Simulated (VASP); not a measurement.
The system is GaN.

```xyz
4
Lattice="3.1831 0.0000 0.0000 -1.5916 2.7567 0.0000 0.0000 0.0000 5.1836" Properties=species:S:1:pos:R:3 pbc="T T T"
Ga    0.0000    1.8378   -0.0046
Ga    1.5916    0.9189    2.5872
N     0.0000    1.8378    1.9485
N     1.5916    0.9189    4.5403
```

Base run:

| Property | Result |
| --- | --- |
| Program | VASP 6.6.1 |
| Functional | PBE |
| Potentials or basis | VASP PAW PBE potentials, release 64 (Ga_d, N) |
| Cutoff | 520 eV |
| k mesh | 6 × 6 × 4 |
| Occupations | gaussian, width 0.01 eV |
| Spin | no spin polarisation |

Its results: band gap on the k mesh 1.94 eV, direct; pressure 6.3 GPa; largest force 0.004 eV/Å.

Q: After a change of settings the same cell gave: band gap on the k mesh 2.34 eV, direct; pressure 1.1 GPa; largest force 0.005 eV/Å. Which change was it?
A. functional from PBE to r2SCAN
B. functional from PBE to LDA; potentials or basis from VASP PAW PBE potentials, release 64 (Ga_d, N) to VASP PAW LDA potentials, release 64 (Ga_d, N)
C. k mesh from 6 × 6 × 4 to 9 × 9 × 4

A: A.

r2SCAN gives the wider gap, since meta-GGAs in the generalised Kohn-Sham scheme recover part of the derivative discontinuity.

Caveats: the PAW data sets were made with another functional, which shifts forces and pressure a little (some runs).
